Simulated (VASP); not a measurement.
Runs of VASP 6.6.1 on HfN. The structure is that of space group Fm-3m (No. 225), or close to it. The cells are those of the table. 

```csv
task,cell,cutoff (eV),gap on the mesh (eV),pressure (GPa)
relaxation of cell and atoms,"relaxed to 5 GPa from a = 3.183 Å, angles 60.0°, 2 atoms",600,none,5.0
single point,"a = 3.165 Å, angles 60.0°, 2 atoms",520,none,(a)
single point,"a = 3.183 Å, angles 60.0°, 2 atoms",520,none,-2.2
relaxation of cell and atoms,"relaxed from a = 3.190 Å, angles 60.0°, 2 atoms",600,none,0.0
```

Alike in all rows: level PBEsol; potentials or basis VASP PAW PBE potentials, release 64 (Hf_pv, N); no spin polarisation; k mesh 18 × 18 × 18; smearing fermi-dirac 0.1 eV.

Question: Estimate the missing entries.

Answer: (a) 2.8.

Caveats: the PAW data sets were made with another functional, which shifts forces and pressure a little; spin-orbit coupling is left out, which moves the levels of the heavy elements; the cell is relaxed towards a set pressure, so the run minimises the enthalpy, not the energy (at least some runs).

A k mesh can miss the band edges, and the runs leave out spin-orbit coupling on Hf.

A gap of «none» marks levels without a gap at the run's occupations.
